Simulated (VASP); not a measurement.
# MgAl2C2 (P-3m1) in VASP: notebook

The runs below take MgAl2C2 through single point, with LDA.

All numbers are computed with VASP 6.6.1; they aren't measurements. Logs are shortened: lines on timing, memory, paths and dates and some standing lists are left out, and cuts for length are marked.

**1. The cell of the first run**

It takes space group P-3m1 (No. 164, trigonal). The conventional cell has a = 3.347 Å, b = 3.347 Å, c = 5.705 Å, α = 90.00°, β = 90.00°, γ = 120.00°. Within 3.4 Å of Mg (site symmetry -3m) lie 6 C at 2.47 Å and 6 Al at 2.78 Å and 6 Mg at 3.35 Å. Al (site symmetry 3m) has 4 C at 1.99 to 2.18 Å and 3 Al at 2.59 Å within 2.6 Å. C (site symmetry 3m) has 4 Al at 1.99 to 2.18 Å and 3 Mg at 2.47 Å within 2.6 Å.

**2. Single point, LDA**

Contents of INCAR:

```
PREC = Accurate ; ENCUT = 840
EDIFF = 1E-6 ; ISMEAR = 0
SIGMA = 0.01 ; LREAL = F
LASPH = T ; NELM = 120
ALGO = Normal ; ISIF = 2
LWAVE = F ; LCHARG = F
NBANDS = 20 ; GGA_COMPAT = F
```

Contents of KPOINTS:

```
regular mesh
0
Gamma
  12 12 6
```

Contents of POSCAR:

```
MgAl2C2
1.0
    3.3470274287      0.0000000000      0.0000000000
   -1.6735137144      2.8986107804      0.0000000000
    0.0000000000      0.0000000000      5.7051213920
Mg Al C
1 2 2
Direct
    0.0000000000      0.0000000000      0.0000000000
    0.3333333333      0.6666666667      0.3495036925
    0.6666666667      0.3333333333      0.6504963075
    0.3333333333      0.6666666667      0.7310792029
    0.6666666667      0.3333333333      0.2689207971
```

Potentials or basis: VASP PAW LDA potentials, release 64 (Mg_sv, Al, C).

Started as:

```bash
$ cat potpaw_LDA.64/Mg_sv/POTCAR potpaw_LDA.64/Al/POTCAR potpaw_LDA.64/C/POTCAR > POTCAR
$ mpirun -np 1 vasp_std > vasp.out
```

OUTCAR:

```text
PREC = Accurate
   ENCUT = 840
   EDIFF = 1E-6
   ISMEAR = 0
   LREAL = F
   LASPH = T
   NELM = 120
   ISIF = 2

 ion  position               nearest neighbor table
   1  0.000  0.000  0.000-   2 2.78   3 2.78   3 2.78   2 2.78   3 2.78   2 2.78
   2  0.333  0.667  0.350-   5 1.99   5 1.99   5 1.99   4 2.18   3 2.59   3 2.59   3 2.59   1 2.78
                             1 2.78   1 2.78
   3  0.667  0.333  0.650-   4 1.99   4 1.99   4 1.99   5 2.18   2 2.59   2 2.59   2 2.59   1 2.78
                             1 2.78   1 2.78
   4  0.333  0.667  0.731-   3 1.99   3 1.99   3 1.99   2 2.18
   5  0.667  0.333  0.269-   2 1.99   2 1.99   2 1.99   3 2.18

  LATTYP: Found a hexagonal cell.
 ALAT       =     3.3470274287
 C/A-ratio  =     1.7045338031

  Lattice vectors:

 A1 = (   3.3470274287,   0.0000000000,   0.0000000000)
 A2 = (  -1.6735137144,   2.8986107804,   0.0000000000)
 A3 = (   0.0000000000,   0.0000000000,   5.7051213920)

Analysis of symmetry for initial positions (statically):
=====================================================================
 Subroutine PRICEL returns:
 Original cell was already a primitive cell.

 Routine SETGRP: Setting up the symmetry group for a
 hexagonal supercell.

 Subroutine GETGRP returns: Found 12 space group operations
 (whereof 12 operations were pure point group operations)
 out of a pool of 24 trial point group operations.

The static configuration has the point symmetry D_3d.

Analysis of symmetry for dynamics (positions and initial velocities):
=====================================================================
 Subroutine PRICEL returns:
 Original cell was already a primitive cell.

 Routine SETGRP: Setting up the symmetry group for a
 hexagonal supercell.

 Subroutine GETGRP returns: Found 12 space group operations
 (whereof 12 operations were pure point group operations)
 out of a pool of 24 trial point group operations.

The dynamic configuration has the point symmetry D_3d.

 Subroutine INISYM returns: Found 12 space group operations
 (whereof 12 operations are pure point group operations),
 and found     1 'primitive' translations

----------------------------------------------------------------------------------------

                                     Primitive cell

[... 94 lines left out ...]
   ENCUT  =  840.0 eV  61.74 Ry    7.86 a.u.   7.91  7.91 13.48*2*pi/ulx,y,z
   NELM   =    120;   NELMIN=  2; NELMDL= -5     # of ELM steps
   EDIFF  = 0.1E-05   stopping-criterion for ELM
   LREAL  =      F    real-space projection
   EDIFFG = 0.1E-04   stopping-criterion for IOM
   NSW    =      0    number of steps for IOM
   IBRION =     -1    ionic relax: 0-MD 1-quasi-New 2-CG
   NFREE  =      0    steps in history (QN), initial steepest desc. (CG)
   ISIF   =      2    stress and relaxation
   ISYM   =      2    0-nonsym 1-usesym 2-fastsym
   POTIM  = 0.5000    time-step for ionic-motion
   TEBEG  =    0.0;   TEEND  =   0.0 temperature during run
   PSTRESS=    0.0 pullay stress
   NELECT =      24.0000    total number of electrons
   NUPDOWN=      -1.0000    fix difference up-down
   EMIN   =  10.00;   EMAX   =-10.00  energy-range for DOS
   EFERMI =   0.00;   METHOD = LEGACY
   ISMEAR =     0;   SIGMA  =   0.01  broadening in eV -4-tet -1-fermi 0-gaus
   EFERMI_NEDOS =   21; number of points for ismear=-14 and -15
   IALGO  =     38    algorithm
   IMIX   =      4    mixing-type and parameters
     AMIX     =   0.40;   BMIX     =  1.00
     AMIX_MAG =   1.60;   BMIX_MAG =  1.00
  volume/ion in A,a.u.               =      11.07        74.70
  Fermi-wavevector in a.u.,A,eV,Ry     =   1.239102  2.341564 20.890044  1.535375
  Thomas-Fermi vector in A             =   2.373600
   LORBIT       =      0    0 simple, 1 ext, 2 COOP (PROOUT), +10 PAW based schemes
   GGA     = CA    functional components
   LHFCALC =     F    Hartree Fock is set to
   AEXX    =    0.0000 exact exchange contribution
   IVDW    =     0    specifies the selected vdW correction
   LEPSILON=     F    determine dielectric tensor
   LRPA    =     F    only Hartree local field effects (RPA)
 non-spin polarized calculation
 Gauss-broadening in eV      SIGMA  =   0.01
  energy-cutoff  :      840.00
  volume of cell :       55.35
 maximum number of plane-waves:      3096
   NGX = 15   NGY = 15   NGZ = 27

 number of electron      24.0000004 magnetization

 Free energy of the ion-electron system (eV)
  ---------------------------------------------------
  ext. energy  EPLUGINS =         0.00000000
  ---------------------------------------------------
  free energy    TOTEN  =       -30.98890507 eV

  energy without entropy =      -30.98890507  energy(sigma->0) =      -30.98890507

 E-fermi :   6.9128     XC(G=0): -11.2293

 val. band max:        6.7833921460   @ k =   0.0833   0.0833   0.0000
 cond. band min:       8.5583417689   @ k =   0.5000  -0.0000   0.3333
 fundamental gap:      1.7749496228
 Fermi energy:         6.9128352407

 k-point     1 :       0.0000    0.0000    0.0000
  band No.  band energies     occupation
      1     -67.4731      2.00000
      2     -34.9758      2.00000
      3     -34.9565      2.00000
      4     -34.9565      2.00000
      5      -6.6190      2.00000
      6      -3.9171      2.00000
[... 541 lines left out ...]
     19      14.9542      0.00000
     20      15.4692      0.00000

 [... further k-points ...]

------------------------ aborting loop because EDIFF is reached ----------------------------------------

  FORCE on cell =-STRESS in cart. coord.  units (eV):
  Direction    XX          YY          ZZ          XY          YZ          ZX
  --------------------------------------------------------------------------------------
  -------------------------------------------------------------------------------------
  Total        0.1093788      0.1093788      0.0630187     -0.0000000      0.0000000     -0.0000000
  in kB        3.1661376      3.1661376      1.8241733     -0.0000000      0.0000000     -0.0000000
  external PRESSURE =       2.7188162 kB  Pullay stress =       0.0000000 kB

 VOLUME and BASIS-vectors are now :
 -----------------------------------------------------------------------------
  energy-cutoff  :      840.00
  volume of cell :       55.35
      direct lattice vectors                 reciprocal lattice vectors
     3.347027429  0.000000000  0.000000000     0.298772574  0.172496426  0.000000000
    -1.673513714  2.898610780  0.000000000     0.000000000  0.344992852  0.000000000
     0.000000000  0.000000000  5.705121392     0.000000000  0.000000000  0.175281108

 POSITION                                       TOTAL-FORCE (eV/Angst)
 -----------------------------------------------------------------------------------
      0.00000      0.00000      0.00000         0.000000      0.000000      0.000000
     -0.00000      1.93241      1.99396         0.000000     -0.000000      0.011230
      1.67351      0.96620      3.71116         0.000000      0.000000     -0.011230
     -0.00000      1.93241      4.17090        -0.000000      0.000000      0.005387
      1.67351      0.96620      1.53423        -0.000000     -0.000000     -0.005387
 -----------------------------------------------------------------------------------
    total drift:                               -0.000000     -0.000000      0.000000

  FREE ENERGIE OF THE ION-ELECTRON SYSTEM (eV)
  ---------------------------------------------------
  free  energy   TOTEN  =       -30.9889050724 eV

  energy  without entropy=      -30.9889050724  energy(sigma->0) =      -30.98890507
```

Wall time 4.5 min (1 thread of AMD EPYC 7R43 (Zen 3), shared host); peak memory 0.3 GiB.

Results:

* Free energy: -30.9889 eV
* Pressure: 0.3 GPa
* Largest force: 0.011 eV/Å
* Band gap on the k mesh: 1.77 eV (least direct gap 2.98 eV)

Forces on the atoms (eV/Å):
```
Mg   0.000  0.000  0.000
Al   0.000  0.000  0.011
Al   0.000  0.000 -0.011
C    0.000  0.000  0.005
C    0.000  0.000 -0.005
```

Stress tensor (GPa, compression positive):
```
0.32 0.00 0.00
0.00 0.32 0.00
0.00 0.00 0.18
```

Levels at points of the mesh, in eV from the valence-band top:
```csv
k point,band 10,band 11,band 12,band 13,band 14,band 15
"(0.00, 0.00, 0.00)",-0.24,-0.24,-0.22,3.68,4.70,6.67
"(0.50, 0.00, 0.00)",-2.66,-2.22,-1.08,1.97,4.52,4.78
"(0.00, 0.00, 0.50)",-0.96,-0.46,-0.46,4.63,5.55,6.58
"(0.50, 0.00, 0.50)",-1.90,-1.62,-1.47,1.92,3.64,4.11
```

**3. Single point, LDA (10.85 Å³/atom)**

This run uses another cell than the first one, of 10.85 Å³/atom.

Changes to INCAR since step 2:

```diff
@@ -6,2 +6,3 @@
 LWAVE = F ; LCHARG = F
-NBANDS = 20 ; GGA_COMPAT = F
+GGA = CA ; NBANDS = 20
+GGA_COMPAT = F
```

Contents of KPOINTS:

```
Automatic mesh
0
Gamma
  12 12 6
```

Contents of POSCAR:

```
MgAl2C2
1.0
    3.3294002220      0.0000000000      0.0000000000
   -1.6647001110      2.8833451716      0.0000000000
    0.0000000000      0.0000000000      5.6503779674
Mg Al C
1 2 2
Direct
    0.0000000000      0.0000000000      0.0000000000
    0.3333333333      0.6666666667      0.3491345721
    0.6666666667      0.3333333333      0.6508654279
    0.3333333333      0.6666666667      0.7324661574
    0.6666666667      0.3333333333      0.2675338426
```

Potentials or basis: VASP PAW LDA potentials, release 64 (Mg_sv, Al, C).

Started as:

```bash
$ cat potpaw_LDA.64/Mg_sv/POTCAR potpaw_LDA.64/Al/POTCAR potpaw_LDA.64/C/POTCAR > POTCAR
$ mpirun -np 1 vasp_std > vasp.out
```

OUTCAR:

```text
PREC = Accurate
   ENCUT = 840
   EDIFF = 1E-6
   ISMEAR = 0
   LREAL = F
   LASPH = T
   NELM = 120
   ISIF = 2
   GGA = CA

 ion  position               nearest neighbor table
   1  0.000  0.000  0.000-   2 2.75   3 2.75   2 2.75   3 2.75   3 2.75   2 2.75
   2  0.333  0.667  0.349-   5 1.98   5 1.98   5 1.98   4 2.17   3 2.57   3 2.57   3 2.57   1 2.75
                             1 2.75   1 2.75
   3  0.667  0.333  0.651-   4 1.98   4 1.98   4 1.98   5 2.17   2 2.57   2 2.57   2 2.57   1 2.75
                             1 2.75   1 2.75
   4  0.333  0.667  0.732-   3 1.98   3 1.98   3 1.98   2 2.17
   5  0.667  0.333  0.268-   2 1.98   2 1.98   2 1.98   3 2.17

  LATTYP: Found a hexagonal cell.
 ALAT       =     3.3294002220
 C/A-ratio  =     1.6971158739

  Lattice vectors:

 A1 = (   3.3294002220,   0.0000000000,   0.0000000000)
 A2 = (  -1.6647001110,   2.8833451716,   0.0000000000)
 A3 = (   0.0000000000,   0.0000000000,   5.6503779674)

Analysis of symmetry for initial positions (statically):
=====================================================================
 Subroutine PRICEL returns:
 Original cell was already a primitive cell.

 Routine SETGRP: Setting up the symmetry group for a
 hexagonal supercell.

 Subroutine GETGRP returns: Found 12 space group operations
 (whereof 12 operations were pure point group operations)
 out of a pool of 24 trial point group operations.

The static configuration has the point symmetry D_3d.

Analysis of symmetry for dynamics (positions and initial velocities):
=====================================================================
 Subroutine PRICEL returns:
 Original cell was already a primitive cell.

 Routine SETGRP: Setting up the symmetry group for a
 hexagonal supercell.

 Subroutine GETGRP returns: Found 12 space group operations
 (whereof 12 operations were pure point group operations)
 out of a pool of 24 trial point group operations.

[... 119 lines left out ...]
   EMIN   =  10.00;   EMAX   =-10.00  energy-range for DOS
   EFERMI =   0.00;   METHOD = LEGACY
   ISMEAR =     0;   SIGMA  =   0.01  broadening in eV -4-tet -1-fermi 0-gaus
   EFERMI_NEDOS =   21; number of points for ismear=-14 and -15
   IALGO  =     38    algorithm
   IMIX   =      4    mixing-type and parameters
     AMIX     =   0.40;   BMIX     =  1.00
     AMIX_MAG =   1.60;   BMIX_MAG =  1.00
  volume/ion in A,a.u.               =      10.85        73.21
  Fermi-wavevector in a.u.,A,eV,Ry     =   1.247475  2.357386 21.173304  1.556194
  Thomas-Fermi vector in A             =   2.381606
   LORBIT       =      0    0 simple, 1 ext, 2 COOP (PROOUT), +10 PAW based schemes
   GGA     = CA    functional components
   LHFCALC =     F    Hartree Fock is set to
   AEXX    =    0.0000 exact exchange contribution
   IVDW    =     0    specifies the selected vdW correction
   LEPSILON=     F    determine dielectric tensor
   LRPA    =     F    only Hartree local field effects (RPA)
 non-spin polarized calculation
 Gauss-broadening in eV      SIGMA  =   0.01
  energy-cutoff  :      840.00
  volume of cell :       54.24
 maximum number of plane-waves:      3027
   NGX = 15   NGY = 15   NGZ = 27

 number of electron      24.0000010 magnetization

 Free energy of the ion-electron system (eV)
  ---------------------------------------------------
  ext. energy  EPLUGINS =         0.00000000
  ---------------------------------------------------
  free energy    TOTEN  =       -30.97575091 eV

  energy without entropy =      -30.97575091  energy(sigma->0) =      -30.97575091

 E-fermi :   7.0464     XC(G=0): -11.3179

 val. band max:        6.9841613178   @ k =   0.0833   0.0833   0.0000
 cond. band min:       8.7721037507   @ k =   0.5000   0.0000   0.3333
 fundamental gap:      1.7879424329
 Fermi energy:         7.0463583844

 k-point     1 :       0.0000    0.0000    0.0000
  band No.  band energies     occupation
      1     -67.2047      2.00000
      2     -34.7103      2.00000
      3     -34.6874      2.00000
      4     -34.6874      2.00000
      5      -6.5516      2.00000
      6      -3.7858      2.00000
[... 541 lines left out ...]
     19      15.2067      0.00000
     20      15.8072      0.00000

 [... further k-points ...]
[... 5 lines left out ...]
  --------------------------------------------------------------------------------------
  -------------------------------------------------------------------------------------
  Total        1.1332145      1.1332145      1.0829660      0.0000000      0.0000000      0.0000000
  in kB       33.4720698     33.4720698     31.9878670      0.0000000      0.0000000      0.0000000
  external PRESSURE =      32.9773355 kB  Pullay stress =       0.0000000 kB

 VOLUME and BASIS-vectors are now :
 -----------------------------------------------------------------------------
  energy-cutoff  :      840.00
  volume of cell :       54.24
      direct lattice vectors                 reciprocal lattice vectors
     3.329400222  0.000000000  0.000000000     0.300354398  0.173409693  0.000000000
    -1.664700111  2.883345172  0.000000000     0.000000000  0.346819385  0.000000000
     0.000000000  0.000000000  5.650377967     0.000000000  0.000000000  0.176979311

 POSITION                                       TOTAL-FORCE (eV/Angst)
 -----------------------------------------------------------------------------------
      0.00000      0.00000      0.00000        -0.000000     -0.000000     -0.000000
     -0.00000      1.92223      1.97274        -0.000000      0.000000      0.011134
      1.66470      0.96112      3.67764        -0.000000     -0.000000     -0.011134
     -0.00000      1.92223      4.13871         0.000000     -0.000000      0.005773
      1.66470      0.96112      1.51167        -0.000000     -0.000000     -0.005773
 -----------------------------------------------------------------------------------
    total drift:                                0.000000      0.000000      0.000000

  FREE ENERGIE OF THE ION-ELECTRON SYSTEM (eV)
  ---------------------------------------------------
  free  energy   TOTEN  =       -30.9757509118 eV

  energy  without entropy=      -30.9757509118  energy(sigma->0) =      -30.97575091
```

OSZICAR:

```text
N       E                     dE             d eps       ncg     rms          rms(c)
DAV:   1     0.168320923520E+03    0.16832E+03   -0.16677E+04  4008   0.171E+03
DAV:   2    -0.259451129225E+02   -0.19427E+03   -0.18833E+03  4924   0.358E+02
DAV:   3    -0.356587420882E+02   -0.97136E+01   -0.96584E+01  6064   0.734E+01
DAV:   4    -0.358061312010E+02   -0.14739E+00   -0.14720E+00  5132   0.871E+00
DAV:   5    -0.358086062189E+02   -0.24750E-02   -0.24749E-02  5328   0.101E+00    0.117E+01
DAV:   6    -0.311073481734E+02    0.47013E+01   -0.13542E+01  4600   0.167E+01    0.384E+00
DAV:   7    -0.310331104008E+02    0.74238E-01   -0.13095E+00  5548   0.579E+00    0.229E+00
DAV:   8    -0.309819530632E+02    0.51157E-01   -0.15544E-01  4888   0.224E+00    0.424E-01
DAV:   9    -0.309757602364E+02    0.61928E-02   -0.27991E-02  5180   0.742E-01    0.161E-01
DAV:  10    -0.309757586029E+02    0.16335E-05   -0.15871E-03  4748   0.288E-01    0.617E-02
DAV:  11    -0.309757607935E+02   -0.21906E-05   -0.18594E-04  5428   0.892E-02    0.285E-02
DAV:  12    -0.309757509479E+02    0.98456E-05   -0.29155E-05  4828   0.291E-02    0.767E-03
DAV:  13    -0.309757509118E+02    0.36102E-07   -0.22635E-06  4640   0.923E-03
   1 F= -.30975751E+02 E0= -.30975751E+02  d E =-.620138E-21
```

Wall time 2 min (1 thread of Intel Xeon 6975P-C (Granite Rapids), shared host); peak memory 0.33 GiB.

Results:

```yaml
Free_energy: -30.9758 eV
Pressure: 3.3 GPa
Largest_force: 0.011 eV/Å
Band_gap_on_the_k_mesh: 1.79 eV (least direct gap 3.01 eV)
```

Forces in eV/Å, atoms in the order of the input:
```
Mg   0.000  0.000  0.000
Al   0.000  0.000  0.011
Al   0.000  0.000 -0.011
C    0.000  0.000  0.006
C    0.000  0.000 -0.006
```

Caveat: the cell stands under pressure.
